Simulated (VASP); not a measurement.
Here is a VASP 6.6.1 calculation.

Contents of POSCAR:

```
SnTe
1.0
    0.0000000000      3.1508500000      3.1508500000
    3.1508500000      0.0000000000      3.1508500000
    3.1508500000      3.1508500000      0.0000000000
Te Sn
1 1
Direct
    0.5000000000      0.5000000000      0.5000000000
    0.0000000000      0.0000000000      0.0000000000
```

The input INCAR.step1:

```
  ALGO = Normal
  EDIFF = 1E-5
  ENCUT = 600
  GGA = PE
  ISMEAR = -1
  LASPH = T
  LCHARG = F
  LREAL = F
  LUSENCCL = F
  LWAVE = T
  NBANDS = 17
  NELM = 60
  PREC = Accurate
  SIGMA = 0.05
```

The input INCAR.step2:

```
  AEXX = 0.25
  ALGO = Normal
  EDIFF = 1E-7
  EDIFFG = -0.01
  ENCUT = 600
  GGA = PE
  HFSCREEN = 0.3
  IBRION = 2
  ISIF = 3
  ISMEAR = -1
  ISTART = 1
  LASPH = T
  LCHARG = F
  LHFCALC = T
  LREAL = F
  LUSENCCL = F
  LWAVE = F
  NELM = 60
  NSW = 60
  PREC = Accurate
  PRECFOCK = Normal
  SIGMA = 0.05
```

Contents of KPOINTS:

```
k-points
0
Gamma
  4 4 4
```

Potentials or basis: VASP PAW PBE potentials, release 64 (Te, Sn_d).

Run with:

```bash
$ cat potpaw_PBE.64/Te/POTCAR potpaw_PBE.64/Sn_d/POTCAR > POTCAR
$ cp INCAR.step1 INCAR
$ mpirun -np 1 vasp_std > vasp.out
$ cp INCAR.step2 INCAR
$ mpirun -np 1 vasp_std > vasp.out
```

Problem. Estimate the space group after relaxing (to 0.05 Å).

Solution. Fm-3m (No. 225).

Problem. Estimate the relaxed volume.

Solution. 31.84 Å³/atom.

Problem. Estimate the band gap on the k mesh.

Solution. 0.03 eV, direct.

Problem. What does it give for the relaxed cell?

Solution. a = 4.483 Å, b = 4.483 Å, c = 4.483 Å, α = 60.00°, β = 60.00°, γ = 60.00°.

Final structure:
```xyz
2
Lattice="0.0000 3.1697 3.1697 3.1697 0.0000 3.1697 3.1697 3.1697 0.0000" Properties=species:S:1:pos:R:3 pbc="T T T"
Te    3.1697    3.1697    3.1697
Sn    3.1697    3.1697    0.0000
```

Caveat: the k points lie up to 0.43 Å⁻¹ apart in the final cell; the PAW data sets were made with another functional, which shifts forces and pressure a little; spin-orbit coupling is left out, which moves the levels of the heavy elements. A k mesh can miss the band edges.
